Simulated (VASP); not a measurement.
# CsH (Pm-3m) in VASP: notebook, part 2 of 2

VASP 6.6.1.

**3. Electric field gradients, r2SCAN**

This run uses another cell than the first one, of 27.84 Å³/atom.

Input file POSCAR:

```
CsH
1.0
    3.8184085400      0.0000000000      0.0000000000
    0.0000000000      3.8184085400      0.0000000000
    0.0000000000      0.0000000000      3.8184085400
Cs H
1 1
Direct
    0.0000000000      0.0000000000      0.0000000000
    0.5000000000      0.5000000000      0.5000000000
```

Input file INCAR.step1:

```
ALGO = Normal
EDIFF = 1E-4
ENCUT = 520
GGA = PE
ISMEAR = -1
LASPH = True
LCHARG = False
LREAL = False
LWAVE = True
NBANDS = 12
NELM = 80
PREC = Accurate
SIGMA = 0.01
```

Input file INCAR.step2:

```
ALGO = Normal
EDIFF = 1E-8
ENCUT = 520
ISIF = 2
ISMEAR = -1
ISTART = 1
LASPH = True
LCHARG = False
LEFG = True
LMIXTAU = True
LREAL = False
LWAVE = False
METAGGA = R2SCAN
NBANDS = 12
NELM = 80
PREC = Accurate
SIGMA = 0.01
```

Input file KPOINTS:

```
k-points
0
Gamma
  8 8 8
```

Potentials or basis: VASP PAW PBE potentials, release 64 (Cs_sv, H).

Launch:

```bash
$ cat potpaw_PBE.64/Cs_sv/POTCAR potpaw_PBE.64/H/POTCAR > POTCAR
$ cp INCAR.step1 INCAR
$ mpirun -np 1 vasp_std > vasp.out
$ cp INCAR.step2 INCAR
$ mpirun -np 1 vasp_std > vasp.out
```

OUTCAR:

```text
EDIFF = 1E-8
   ENCUT = 520
   ISIF = 2
   ISMEAR = -1
   ISTART = 1
   LASPH = True
   LREAL = False
   METAGGA = R2SCAN
   NELM = 80
   PREC = Accurate

 ion  position               nearest neighbor table
   1  0.000  0.000  0.000-
   2  0.500  0.500  0.500-

  LATTYP: Found a simple cubic cell.
 ALAT       =     3.8184085400

  Lattice vectors:

 A1 = (   3.8184085400,   0.0000000000,   0.0000000000)
 A2 = (   0.0000000000,   3.8184085400,   0.0000000000)
 A3 = (   0.0000000000,   0.0000000000,   3.8184085400)

Analysis of symmetry for initial positions (statically):
=====================================================================
 Subroutine PRICEL returns:
 Original cell was already a primitive cell.

 Routine SETGRP: Setting up the symmetry group for a
 simple cubic supercell.

 Subroutine GETGRP returns: Found 48 space group operations
 (whereof 48 operations were pure point group operations)
 out of a pool of 48 trial point group operations.

The static configuration has the point symmetry O_h .

Analysis of symmetry for dynamics (positions and initial velocities):
=====================================================================
 Subroutine PRICEL returns:
 Original cell was already a primitive cell.

 Routine SETGRP: Setting up the symmetry group for a
 simple cubic supercell.

 Subroutine GETGRP returns: Found 48 space group operations
 (whereof 48 operations were pure point group operations)
 out of a pool of 48 trial point group operations.

The dynamic configuration has the point symmetry O_h .

 Subroutine INISYM returns: Found 48 space group operations
 (whereof 48 operations are pure point group operations),
 and found     1 'primitive' translations

----------------------------------------------------------------------------------------

                                     Primitive cell

  volume of cell :      55.6733

  direct lattice vectors                    reciprocal lattice vectors
     3.818408540  0.000000000  0.000000000     0.261889211  0.000000000  0.000000000
     0.000000000  3.818408540  0.000000000     0.000000000  0.261889211  0.000000000
     0.000000000  0.000000000  3.818408540     0.000000000  0.000000000  0.261889211

  length of vectors
     3.818408540  3.818408540  3.818408540     0.261889211  0.261889211  0.261889211

  position of ions in fractional coordinates (direct lattice)
     0.000000000  0.000000000  0.000000000
     0.500000000  0.500000000  0.500000000

  ion indices of the primitive-cell ions
   primitive index   ion index
                 1           1
                 2           2

----------------------------------------------------------------------------------------

 KPOINTS: k-points

Automatic generation of k-mesh.
 Grid dimensions read from file:
 generate k-points for:    8    8    8

 Generating k-lattice:

  Cartesian coordinates                     Fractional coordinates (reciprocal lattice)
     0.032736151  0.000000000  0.000000000     0.125000000  0.000000000  0.000000000
     0.000000000  0.032736151  0.000000000     0.000000000  0.125000000  0.000000000
     0.000000000  0.000000000  0.032736151     0.000000000  0.000000000  0.125000000

[... 78 lines left out ...]
  Fermi-wavevector in a.u.,A,eV,Ry     =   0.923689  1.745519 11.608509  0.853201
  Thomas-Fermi vector in A             =   2.049353
   LORBIT       =      0    0 simple, 1 ext, 2 COOP (PROOUT), +10 PAW based schemes
   METAGGA = R2SCAN    functional components
   LHFCALC =     F    Hartree Fock is set to
   AEXX    =    0.0000 exact exchange contribution
   IVDW    =     0    specifies the selected vdW correction
   LEPSILON=     F    determine dielectric tensor
   LRPA    =     F    only Hartree local field effects (RPA)
 non-spin polarized calculation
  energy-cutoff  :      520.00
  volume of cell :       55.67
 maximum number of plane-waves:      1516
   NGX = 15   NGY = 15   NGZ = 15

 number of electron      10.0000000 magnetization

 Free energy of the ion-electron system (eV)
  ---------------------------------------------------
  ext. energy  EPLUGINS =         0.00000000
  ---------------------------------------------------
  free energy    TOTEN  =       -28.95671560 eV

  energy without entropy =      -28.95671560  energy(sigma->0) =      -28.95671560

 E-fermi :   0.6770     XC(G=0):  -8.2735

 val. band max:        0.4752432875   @ k =   0.5000   0.5000   0.5000
 cond. band min:       3.6263440690   @ k =   0.5000   0.5000   0.5000
 fundamental gap:      3.1511007816
 Fermi energy:         0.6769951645

 k-point     1 :       0.0000    0.0000    0.0000
  band No.  band energies     occupation
      1     -22.0089      2.00000
      2      -7.6984      2.00000
      3      -7.6984      2.00000
      4      -7.6984      2.00000
      5      -1.4234      2.00000
      6       4.2825      0.00000
      7       4.2825      0.00000
      8       8.4507      0.00000
      9      10.4507      0.00000
     10      10.4507      0.00000
     11      10.4507      0.00000
     12      11.5862      0.00000
[... 331 lines left out ...]
 k-point    24 :       0.5000    0.3750    0.1250
  band No.  band energies     occupation
      1     -21.6924      2.00000
      2      -8.9226      2.00000
      3      -8.7010      2.00000
      4      -7.6395      2.00000
      5      -0.5019      2.00000
      6       5.6327      0.00000
      7       5.7715      0.00000
      8       6.7210      0.00000
      9       7.3837      0.00000
     10       9.2203      0.00000
     11       9.7315      0.00000
     12      12.1892      0.00000

 [... further k-points ...]

------------------------ aborting loop because EDIFF is reached ----------------------------------------

  FORCE on cell =-STRESS in cart. coord.  units (eV):
  Direction    XX          YY          ZZ          XY          YZ          ZX
  --------------------------------------------------------------------------------------
  -------------------------------------------------------------------------------------
  Total        0.0026674      0.0026674      0.0026674     -0.0000000     -0.0000000     -0.0000000
  in kB        0.0767635      0.0767635      0.0767635     -0.0000000     -0.0000000     -0.0000000
  external PRESSURE =       0.0767635 kB  Pullay stress =       0.0000000 kB

 VOLUME and BASIS-vectors are now :
 -----------------------------------------------------------------------------
  energy-cutoff  :      520.00
  volume of cell :       55.67
      direct lattice vectors                 reciprocal lattice vectors
     3.818408540  0.000000000  0.000000000     0.261889211  0.000000000  0.000000000
     0.000000000  3.818408540  0.000000000     0.000000000  0.261889211  0.000000000
     0.000000000  0.000000000  3.818408540     0.000000000  0.000000000  0.261889211

 POSITION                                       TOTAL-FORCE (eV/Angst)
 -----------------------------------------------------------------------------------
      0.00000      0.00000      0.00000         0.000000      0.000000      0.000000
      1.90920      1.90920      1.90920         0.000000      0.000000      0.000000
 -----------------------------------------------------------------------------------
    total drift:                               -0.000000      0.000000      0.000000

  FREE ENERGIE OF THE ION-ELECTRON SYSTEM (eV)
  ---------------------------------------------------
  free  energy   TOTEN  =       -28.9567155990 eV

  energy  without entropy=      -28.9567155990  energy(sigma->0) =      -28.95671560

 Electric field gradients (V/A^2)
---------------------------------------------------------------------
 ion       V_xx      V_yy      V_zz      V_xy      V_xz      V_yz
---------------------------------------------------------------------
   1       0.000     0.000    -0.000    -0.000     0.000    -0.000
   2       0.000     0.000     0.000     0.000    -0.000     0.000
---------------------------------------------------------------------

 Electric field gradients after diagonalization (V/A^2)
 (convention: |V_zz| > |V_xx| > |V_yy|)
----------------------------------------------------------------------
 ion       V_xx      V_yy      V_zz     asymmetry (V_yy - V_xx)/ V_zz
----------------------------------------------------------------------
   1       0.000     0.000    -0.000       0.042
   2       0.000     0.000     0.000      -0.093
----------------------------------------------------------------------

           NMR quadrupolar parameters

 Cq : quadrupolar parameter    Cq=e*Q*V_zz/h
 eta: asymmetry parameters     (V_yy - V_xx)/ V_zz
 Q  : nuclear electric quadrupole moment in mb (millibarn)
----------------------------------------------------------------------
 ion       Cq(MHz)       eta       Q (mb)
----------------------------------------------------------------------
   1      -0.000       0.042       1.000
   2       0.000      -0.093       1.000
----------------------------------------------------------------------
```

OUTCAR.step1:

```text
EDIFF = 1E-4
   ENCUT = 520
   GGA = PE
   ISMEAR = -1
   LASPH = True
[... 580 lines left out ...]
      0.00000      0.00000      0.00000         0.000000      0.000000      0.000000
      1.90920      1.90920      1.90920         0.000000      0.000000      0.000000
 -----------------------------------------------------------------------------------
    total drift:                                0.000000      0.000000      0.000000

  FREE ENERGIE OF THE ION-ELECTRON SYSTEM (eV)
  ---------------------------------------------------
  free  energy   TOTEN  =        -4.4451278169 eV

  energy  without entropy=       -4.4451278169  energy(sigma->0) =       -4.44512782
```

OSZICAR.step1:

```text
N       E                     dE             d eps       ncg     rms          rms(c)
DAV:   1     0.435544030662E+02    0.43554E+02   -0.42023E+03   840   0.693E+02
DAV:   2    -0.206881570332E+01   -0.45623E+02   -0.43096E+02  1084   0.116E+02
DAV:   3    -0.518386125408E+01   -0.31150E+01   -0.31064E+01  1052   0.320E+01
DAV:   4    -0.520561531398E+01   -0.21754E-01   -0.21752E-01   972   0.303E+00
DAV:   5    -0.520568258630E+01   -0.67272E-04   -0.67272E-04  1072   0.183E-01    0.352E+00
DAV:   6    -0.457017614377E+01    0.63551E+00   -0.61776E-01   956   0.284E+00    0.144E+00
DAV:   7    -0.443400500347E+01    0.13617E+00   -0.59518E-01   944   0.269E+00    0.589E-01
DAV:   8    -0.445223084176E+01   -0.18226E-01   -0.66666E-02   916   0.972E-01    0.369E-01
DAV:   9    -0.444506933642E+01    0.71615E-02   -0.13155E-02   944   0.411E-01    0.607E-02
DAV:  10    -0.444511928539E+01   -0.49949E-04   -0.13214E-03   932   0.142E-01    0.213E-02
DAV:  11    -0.444512781690E+01   -0.85315E-05   -0.22745E-05   520   0.260E-02
   1 F= -.44451278E+01 E0= -.44451278E+01  d E =-.494398E-13
```

Wall time 38 s (1 thread of Intel Xeon 6975P-C (Granite Rapids), shared host); peak memory 0.17 GiB.

What came out:

```
Free energy                             : -28.9567 eV
Pressure                                : 0.0 GPa
Band gap on the k mesh                  : 3.15 eV
Largest electric field gradient by atom : zero within the noise of the run
```

Caveat: the PAW data sets were made with another functional, which shifts forces and pressure a little; spin-orbit coupling is left out, which moves the levels of the heavy elements.

**4. Electric field gradients, r2SCAN (28.95 Å³/atom)**

This run uses another cell than the first one, of 28.95 Å³/atom.

Input file POSCAR:

```
CsH
1.0
    3.8686565199      0.0000000000      0.0000000000
    0.0000000000      3.8686565199      0.0000000000
    0.0000000000      0.0000000000      3.8686565199
Cs H
1 1
Direct
    0.0000000000      0.0000000000      0.0000000000
    0.5000000000      0.5000000000      0.5000000000
```

Input file INCAR.step1:

```
SYSTEM = CsH
  PREC = Accurate
  ENCUT = 520
  ISMEAR = -1
  SIGMA = 0.01
  LREAL = .False.
  LASPH = .True.
  NELM = 60
  NBANDS = 12
  GGA = PE
  ALGO = Normal
  EDIFF = 1E-4
  LWAVE = .True.
  LCHARG = .False.
```

Input file INCAR.step2:

```
SYSTEM = CsH
  PREC = Accurate
  ENCUT = 520
  EDIFF = 1E-8
  ISMEAR = -1
  SIGMA = 0.01
  LREAL = .False.
  LASPH = .True.
  NELM = 60
  ALGO = Normal
  ISIF = 2
  LWAVE = .False.
  LCHARG = .False.
  METAGGA = R2SCAN
  LMIXTAU = .True.
  LEFG = .True.
  NBANDS = 12
  ISTART = 1
```

Input file KPOINTS:

```
regular mesh
0
Gamma
  8 8 8
  0 0 0
```

Potentials or basis: VASP PAW PBE potentials, release 64 (Cs_sv, H).

Launch:

```bash
$ cat potpaw_PBE.64/Cs_sv/POTCAR potpaw_PBE.64/H/POTCAR > POTCAR
$ cp INCAR.step1 INCAR
$ mpirun -np 1 vasp_std > vasp.out
$ cp INCAR.step2 INCAR
$ mpirun -np 1 vasp_std > vasp.out
```

OUTCAR:

```text
SYSTEM = CsH
   PREC = Accurate
   ENCUT = 520
   EDIFF = 1E-8
   ISMEAR = -1
   LREAL = .False.
   LASPH = .True.
   NELM = 60
   ISIF = 2
   METAGGA = R2SCAN
   ISTART = 1

 ion  position               nearest neighbor table
   1  0.000  0.000  0.000-
   2  0.500  0.500  0.500-

  LATTYP: Found a simple cubic cell.
 ALAT       =     3.8686565199

  Lattice vectors:

 A1 = (   3.8686565199,   0.0000000000,   0.0000000000)
 A2 = (   0.0000000000,   3.8686565199,   0.0000000000)
 A3 = (   0.0000000000,   0.0000000000,   3.8686565199)

Analysis of symmetry for initial positions (statically):
=====================================================================
 Subroutine PRICEL returns:
 Original cell was already a primitive cell.

[... 550 lines left out ...]
  energy-cutoff  :      520.00
  volume of cell :       57.90
      direct lattice vectors                 reciprocal lattice vectors
     3.868656520  0.000000000  0.000000000     0.258487667  0.000000000  0.000000000
     0.000000000  3.868656520  0.000000000     0.000000000  0.258487667  0.000000000
     0.000000000  0.000000000  3.868656520     0.000000000  0.000000000  0.258487667

 POSITION                                       TOTAL-FORCE (eV/Angst)
 -----------------------------------------------------------------------------------
      0.00000      0.00000      0.00000         0.000000      0.000000      0.000000
      1.93433      1.93433      1.93433         0.000000      0.000000      0.000000
 -----------------------------------------------------------------------------------
    total drift:                                0.000000      0.000000     -0.000000

  FREE ENERGIE OF THE ION-ELECTRON SYSTEM (eV)
  ---------------------------------------------------
  free  energy   TOTEN  =       -28.9537789084 eV

  energy  without entropy=      -28.9537789084  energy(sigma->0) =      -28.95377891

 Electric field gradients (V/A^2)
---------------------------------------------------------------------
 ion       V_xx      V_yy      V_zz      V_xy      V_xz      V_yz
---------------------------------------------------------------------
   1      -0.000    -0.000    -0.000    -0.000    -0.000     0.000
   2       0.000     0.000     0.000    -0.000     0.000    -0.000
---------------------------------------------------------------------

 Electric field gradients after diagonalization (V/A^2)
 (convention: |V_zz| > |V_xx| > |V_yy|)
----------------------------------------------------------------------
 ion       V_xx      V_yy      V_zz     asymmetry (V_yy - V_xx)/ V_zz
----------------------------------------------------------------------
   1      -0.000    -0.000    -0.000      -0.065
   2       0.000     0.000     0.000      -0.071
----------------------------------------------------------------------

           NMR quadrupolar parameters

 Cq : quadrupolar parameter    Cq=e*Q*V_zz/h
 eta: asymmetry parameters     (V_yy - V_xx)/ V_zz
 Q  : nuclear electric quadrupole moment in mb (millibarn)
----------------------------------------------------------------------
 ion       Cq(MHz)       eta       Q (mb)
----------------------------------------------------------------------
   1      -0.000      -0.065       1.000
   2       0.000      -0.071       1.000
----------------------------------------------------------------------
```

It took 46 s on 1 thread of Intel Xeon 6975P-C (Granite Rapids), shared host; peak memory 0.18 GiB.

What came out:

| Property | Result |
| --- | --- |
| Free energy | -28.9538 eV |
| Pressure | -0.5 GPa |
| Band gap on the k mesh | 3.11 eV (least direct gap 3.17 eV) |
| Largest electric field gradient by atom | zero within the noise of the run |

Levels at points of the mesh, in eV from the valence-band top:
```tsv
k point	band 2	band 3	band 4	band 5	band 6	band 7	band 8	band 9
(0.00, 0.00, 0.00)	-8.28	-8.28	-8.28	-1.88	3.80	3.80	7.65	9.73
(0.50, 0.00, 0.00)	-9.66	-8.14	-8.14	-0.30	3.11	4.56	6.50	6.50
(0.50, 0.50, 0.00)	-9.38	-9.38	-8.02	-1.16	4.89	6.69	7.20	7.20
(0.50, 0.50, 0.50)	-9.18	-9.18	-9.18	0.00	3.17	3.17	3.17	11.89
```

Caveat: the PAW data sets were made with another functional, which shifts forces and pressure a little; spin-orbit coupling is left out, which moves the levels of the heavy elements. A k mesh can miss the band edges.

**5. The runs side by side**

```tsv
cell	gap on the mesh (eV)	pressure (GPa)
a = 3.767 Å, 2 atoms	3.13	0.6
a = 3.818 Å, 2 atoms	3.15	0.0
a = 3.869 Å, 2 atoms	3.11	-0.5
```

Alike in all rows: task electric field gradients; level r2SCAN; potentials or basis VASP PAW PBE potentials, release 64 (Cs_sv, H); no spin polarisation; k mesh 8 × 8 × 8; cutoff (eV) 520; smearing fermi-dirac 0.01 eV.

Caveats: the PAW data sets were made with another functional, which shifts forces and pressure a little; spin-orbit coupling is left out, which moves the levels of the heavy elements.

Absolute energies hang on the potentials; compare differences alone.
